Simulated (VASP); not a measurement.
# Mg3CdS4 (Pm-3m) in VASP: single point with r2SCAN

Aim: the single point of Mg3CdS4 with r2SCAN.

Program: VASP 6.6.1. These are calculated values, not measurements. Logs are shortened: lines on timing, memory, paths and dates and some standing lists are left out, and cuts for length are marked.

## (1) The cell of the first run

It takes space group Pm-3m (No. 221, cubic). The conventional cell has a = 5.313 Å, b = 5.313 Å, c = 5.313 Å, α = 90.00°, β = 90.00°, γ = 90.00°. Mg (site symmetry 4/mmm) has 6 S at 2.66 Å within 3.5 Å. Cd (site symmetry m-3m) has 6 S at 2.66 Å within 3.5 Å. S (site symmetry 4/mmm) has 4 Mg at 2.66 Å and 2 Cd at 2.66 Å within 3.5 Å. S (site symmetry m-3m) has 6 Mg at 2.66 Å within 3.5 Å.

## (2) Single point, r2SCAN

Contents of POSCAR:

```
Mg3CdS4
1.0
    5.3134949000      0.0000000000      0.0000000000
    0.0000000000      5.3134949000      0.0000000000
    0.0000000000      0.0000000000      5.3134949000
Mg Cd S
3 1 4
Direct
    0.5000000000      0.0000000000      0.5000000000
    0.5000000000      0.5000000000      0.0000000000
    0.0000000000      0.5000000000      0.5000000000
    0.0000000000      0.0000000000      0.0000000000
    0.0000000000      0.5000000000      0.0000000000
    0.5000000000      0.5000000000      0.5000000000
    0.0000000000      0.0000000000      0.5000000000
    0.5000000000      0.0000000000      0.0000000000
```

Contents of INCAR.step1:

```
SYSTEM = Mg3CdS4
ALGO = Normal ; EDIFF = 1E-4
ENCUT = 520 ; GGA = PE
ISMEAR = 0 ; LASPH = .TRUE.
LCHARG = .FALSE. ; LREAL = .FALSE.
LWAVE = .TRUE. ; NBANDS = 31
NELM = 80 ; PREC = Accurate
SIGMA = 0.02
```

Contents of INCAR.step2:

```
SYSTEM = Mg3CdS4
ALGO = Normal ; EDIFF = 1E-6
ENCUT = 520 ; ISIF = 2
ISMEAR = 0 ; ISTART = 1
LASPH = .TRUE. ; LCHARG = .FALSE.
LMIXTAU = .TRUE. ; LREAL = .FALSE.
LWAVE = .FALSE. ; METAGGA = R2SCAN
NBANDS = 31 ; NELM = 80
PREC = Accurate ; SIGMA = 0.02
```

Contents of KPOINTS:

```
k-points
0
G
  8 8 8
  0 0 0
```

Potentials or basis: VASP PAW PBE potentials, release 64 (Mg, Cd, S).

Command:

```bash
cat potpaw_PBE.64/Mg/POTCAR potpaw_PBE.64/Cd/POTCAR potpaw_PBE.64/S/POTCAR > POTCAR
cp INCAR.step1 INCAR
mpirun -np 1 vasp_std > vasp.out
cp INCAR.step2 INCAR
mpirun -np 1 vasp_std > vasp.out
```

OUTCAR:

```text
SYSTEM = Mg3CdS4
   EDIFF = 1E-6
   ENCUT = 520
   ISIF = 2
   ISMEAR = 0
   ISTART = 1
   LASPH = .TRUE.
   LREAL = .FALSE.
   METAGGA = R2SCAN
   NELM = 80
   PREC = Accurate

 ion  position               nearest neighbor table
   1  0.500  0.000  0.500-   6 2.66   7 2.66   8 2.66   8 2.66   6 2.66   7 2.66
   2  0.500  0.500  0.000-   5 2.66   6 2.66   8 2.66   6 2.66   8 2.66   5 2.66
   3  0.000  0.500  0.500-   5 2.66   6 2.66   7 2.66   5 2.66   7 2.66   6 2.66
   4  0.000  0.000  0.000-   5 2.66   7 2.66   8 2.66   7 2.66   5 2.66   8 2.66
   5  0.000  0.500  0.000-   2 2.66   3 2.66   4 2.66   3 2.66   4 2.66   2 2.66
   6  0.500  0.500  0.500-   1 2.66   2 2.66   3 2.66   2 2.66   1 2.66   3 2.66
   7  0.000  0.000  0.500-   1 2.66   3 2.66   4 2.66   4 2.66   3 2.66   1 2.66
   8  0.500  0.000  0.000-   1 2.66   2 2.66   4 2.66   1 2.66   2 2.66   4 2.66

  LATTYP: Found a simple cubic cell.
 ALAT       =     5.3134949000

  Lattice vectors:

 A1 = (   5.3134949000,   0.0000000000,   0.0000000000)
 A2 = (   0.0000000000,   5.3134949000,   0.0000000000)
 A3 = (   0.0000000000,   0.0000000000,   5.3134949000)

Analysis of symmetry for initial positions (statically):
=====================================================================
 Subroutine PRICEL returns:
 Original cell was already a primitive cell.

 Routine SETGRP: Setting up the symmetry group for a
 simple cubic supercell.

 Subroutine GETGRP returns: Found 48 space group operations
 (whereof 48 operations were pure point group operations)
 out of a pool of 48 trial point group operations.

The static configuration has the point symmetry O_h .

Analysis of symmetry for dynamics (positions and initial velocities):
=====================================================================
 Subroutine PRICEL returns:
 Original cell was already a primitive cell.

 Routine SETGRP: Setting up the symmetry group for a
 simple cubic supercell.

 Subroutine GETGRP returns: Found 48 space group operations
 (whereof 48 operations were pure point group operations)
 out of a pool of 48 trial point group operations.

The dynamic configuration has the point symmetry O_h .

 Subroutine INISYM returns: Found 48 space group operations
 (whereof 48 operations are pure point group operations),
 and found     1 'primitive' translations

----------------------------------------------------------------------------------------

                                     Primitive cell

  volume of cell :     150.0171

  direct lattice vectors                    reciprocal lattice vectors
     5.313494900  0.000000000  0.000000000     0.188200049  0.000000000  0.000000000
     0.000000000  5.313494900  0.000000000     0.000000000  0.188200049  0.000000000
     0.000000000  0.000000000  5.313494900     0.000000000  0.000000000  0.188200049

  length of vectors
     5.313494900  5.313494900  5.313494900     0.188200049  0.188200049  0.188200049

  position of ions in fractional coordinates (direct lattice)
     0.500000000  0.000000000  0.500000000
     0.500000000  0.500000000  0.000000000
     0.000000000  0.500000000  0.500000000
     0.000000000  0.000000000  0.000000000
     0.000000000  0.500000000  0.000000000
     0.500000000  0.500000000  0.500000000
     0.000000000  0.000000000  0.500000000
     0.500000000  0.000000000  0.000000000

  ion indices of the primitive-cell ions
   primitive index   ion index
                 1           1
                 2           2
                 3           3
                 4           4
                 5           5
                 6           6
                 7           7
                 8           8

----------------------------------------------------------------------------------------

 KPOINTS: k-points

Automatic generation of k-mesh.
 Grid dimensions read from file:
 generate k-points for:    8    8    8

 Generating k-lattice:

  Cartesian coordinates                     Fractional coordinates (reciprocal lattice)
     0.023525006  0.000000000  0.000000000     0.125000000  0.000000000  0.000000000
     0.000000000  0.023525006  0.000000000     0.000000000  0.125000000  0.000000000
     0.000000000  0.000000000  0.023525006     0.000000000  0.000000000  0.125000000

  Length of vectors
     0.023525006  0.023525006  0.023525006

  Shift w.r.t. Gamma in fractional coordinates (k-lattice)
     0.000000000  0.000000000  0.000000000

 Subroutine IBZKPT returns following result:
 ===========================================

 Found     35 irreducible k-points:

 Following reciprocal coordinates:
            Coordinates               Weight
  0.000000  0.000000  0.000000      1.000000
  0.125000  0.000000  0.000000      6.000000
  0.250000  0.000000  0.000000      6.000000
  0.375000  0.000000  0.000000      6.000000
  0.500000  0.000000  0.000000      3.000000
  0.125000  0.125000  0.000000     12.000000
[... 16 lines left out ...]
  0.375000  0.375000  0.125000     24.000000
  0.500000  0.375000  0.125000     24.000000
 [... further k-points ...]
   k-points           NKPTS =     35   k-points in BZ     NKDIM =     35   number of bands    NBANDS=     31
   number of dos      NEDOS =    301   number of ions     NIONS =      8
   total plane-waves  NPLWV =  64000
   dimension x,y,z NGX =    40 NGY =   40 NGZ =   40
   dimension x,y,z NGXF=    80 NGYF=   80 NGZF=   80
   ions per type =               3   1   4
   NGX,Y,Z   is equivalent  to a cutoff of  12.51, 12.51, 12.51 a.u.
   NGXF,Y,Z  is equivalent  to a cutoff of  25.03, 25.03, 25.03 a.u.
 SYSTEM =  Mg3CdS4
   PREC   = accura    normal or accurate (medium, high low for compatibility)
   ISTART =      1    job   : 0-new  1-cont  2-samecut
   ICHARG =      0    charge: 1-file 2-atom 10-const
   ISPIN  =      1    spin polarized calculation?
   LNONCOLLINEAR =      F non collinear calculations
   LSORBIT =      F    spin-orbit coupling
   LASPH  =      T    aspherical Exc in radial PAW
   ENCUT  =  520.0 eV  38.22 Ry    6.18 a.u.   9.88  9.88  9.88*2*pi/ulx,y,z
   NELM   =     80;   NELMIN=  2; NELMDL=  0     # of ELM steps
   EDIFF  = 0.1E-05   stopping-criterion for ELM
   LREAL  =      F    real-space projection
   EDIFFG = 0.1E-04   stopping-criterion for IOM
   NSW    =      0    number of steps for IOM
   IBRION =     -1    ionic relax: 0-MD 1-quasi-New 2-CG
   NFREE  =      0    steps in history (QN), initial steepest desc. (CG)
   ISIF   =      2    stress and relaxation
   ISYM   =      2    0-nonsym 1-usesym 2-fastsym
   POTIM  = 0.5000    time-step for ionic-motion
   TEBEG  =    0.0;   TEEND  =   0.0 temperature during run
   PSTRESS=    0.0 pullay stress
   NELECT =      42.0000    total number of electrons
   NUPDOWN=      -1.0000    fix difference up-down
   EMIN   =  10.00;   EMAX   =-10.00  energy-range for DOS
   EFERMI =   0.00;   METHOD = LEGACY
   ISMEAR =     0;   SIGMA  =   0.02  broadening in eV -4-tet -1-fermi 0-gaus
   EFERMI_NEDOS =   21; number of points for ismear=-14 and -15
   IALGO  =     38    algorithm
   IMIX   =      4    mixing-type and parameters
     AMIX     =   0.40;   BMIX     =  1.00
     AMIX_MAG =   1.60;   BMIX_MAG =  1.00
  volume/ion in A,a.u.               =      18.75       126.55
  Fermi-wavevector in a.u.,A,eV,Ry     =   1.070971  2.023841 15.605591  1.146979
  Thomas-Fermi vector in A             =   2.206697
   LORBIT       =      0    0 simple, 1 ext, 2 COOP (PROOUT), +10 PAW based schemes
   METAGGA = R2SCAN    functional components
   LHFCALC =     F    Hartree Fock is set to
   AEXX    =    0.0000 exact exchange contribution
   IVDW    =     0    specifies the selected vdW correction
   LEPSILON=     F    determine dielectric tensor
   LRPA    =     F    only Hartree local field effects (RPA)
 non-spin polarized calculation
 Gauss-broadening in eV      SIGMA  =   0.02
  energy-cutoff  :      520.00
  volume of cell :      150.02
 maximum number of plane-waves:      4076
 NGX is ok and might be reduce to    40
   NGX = 19   NGY = 19   NGZ = 19

 number of electron      42.0000014 magnetization

 Free energy of the ion-electron system (eV)
  ---------------------------------------------------
  ext. energy  EPLUGINS =         0.00000000
  ---------------------------------------------------
  free energy    TOTEN  =       -75.83297804 eV

  energy without entropy =      -75.83297804  energy(sigma->0) =      -75.83297804

 E-fermi :   3.6942     XC(G=0): -10.2176

 val. band max:        3.5947237555   @ k =   0.5000   0.5000   0.5000
 cond. band min:       4.6162894075   @ k =   0.0000   0.0000   0.0000
 fundamental gap:      1.0215656519
 Fermi energy:         3.6942056038

 k-point     1 :       0.0000    0.0000    0.0000
  band No.  band energies     occupation
      1     -10.0074      2.00000
      2      -8.7284      2.00000
      3      -8.7284      2.00000
      4      -8.4346      2.00000
      5      -4.3028      2.00000
      6      -4.3028      2.00000
[... 23 lines left out ...]
     30      11.9842      0.00000
     31      11.9842      0.00000

 k-point     2 :       0.1250    0.0000    0.0000
  band No.  band energies     occupation
      1      -9.9585      2.00000
      2      -8.7480      2.00000
      3      -8.7238      2.00000
      4      -8.4487      2.00000
      5      -4.3103      2.00000
      6      -4.3103      2.00000
[... 23 lines left out ...]
     30      12.0978      0.00000
     31      12.0978      0.00000

 k-point     3 :       0.2500    0.0000    0.0000
  band No.  band energies     occupation
      1      -9.8179      2.00000
      2      -8.8527      2.00000
      3      -8.7126      2.00000
      4      -8.4457      2.00000
      5      -4.3280      2.00000
      6      -4.3280      2.00000
[... 703 lines left out ...]
     30      11.0822      0.00000
     31      11.2991      0.00000

 k-point    24 :       0.5000    0.3750    0.1250
  band No.  band energies     occupation
      1      -9.0878      2.00000
      2      -8.9699      2.00000
      3      -8.7862      2.00000
      4      -8.6529      2.00000
      5      -4.7213      2.00000
      6      -4.4002      2.00000
[... 23 lines left out ...]
     30      11.2654      0.00000
     31      11.3073      0.00000

 [... further k-points ...]
[... 5 lines left out ...]
  --------------------------------------------------------------------------------------
  -------------------------------------------------------------------------------------
  Total       -1.3712799     -1.3712799     -1.3712799     -0.0000000     -0.0000000     -0.0000000
  in kB      -14.6452195    -14.6452195    -14.6452195     -0.0000000     -0.0000000     -0.0000000
  external PRESSURE =     -14.6452195 kB  Pullay stress =       0.0000000 kB

 VOLUME and BASIS-vectors are now :
 -----------------------------------------------------------------------------
  energy-cutoff  :      520.00
  volume of cell :      150.02
      direct lattice vectors                 reciprocal lattice vectors
     5.313494900  0.000000000  0.000000000     0.188200049  0.000000000  0.000000000
     0.000000000  5.313494900  0.000000000     0.000000000  0.188200049  0.000000000
     0.000000000  0.000000000  5.313494900     0.000000000  0.000000000  0.188200049

 POSITION                                       TOTAL-FORCE (eV/Angst)
 -----------------------------------------------------------------------------------
      2.65675      0.00000      2.65675         0.000000      0.000000      0.000000
      2.65675      2.65675      0.00000         0.000000      0.000000      0.000000
      0.00000      2.65675      2.65675         0.000000      0.000000      0.000000
      0.00000      0.00000      0.00000         0.000000      0.000000      0.000000
      0.00000      2.65675      0.00000         0.000000      0.000000      0.000000
      2.65675      2.65675      2.65675         0.000000      0.000000      0.000000
      0.00000      0.00000      2.65675         0.000000      0.000000      0.000000
      2.65675      0.00000      0.00000         0.000000      0.000000      0.000000
 -----------------------------------------------------------------------------------
    total drift:                                0.000000      0.000000      0.000000

  FREE ENERGIE OF THE ION-ELECTRON SYSTEM (eV)
  ---------------------------------------------------
  free  energy   TOTEN  =       -75.8329780359 eV

  energy  without entropy=      -75.8329780359  energy(sigma->0) =      -75.83297804
```

It took 3.4 min on 1 thread of Intel Xeon 6975P-C (Granite Rapids), shared host; peak memory 0.35 GiB.

Results:

| Quantity | Value |
| --- | --- |
| Free energy | -75.8330 eV |
| Pressure | -1.5 GPa |
| Band gap on the k mesh | 1.02 eV (least direct gap 1.74 eV) |

Caveat: the PAW data sets were made with another functional, which shifts forces and pressure a little.
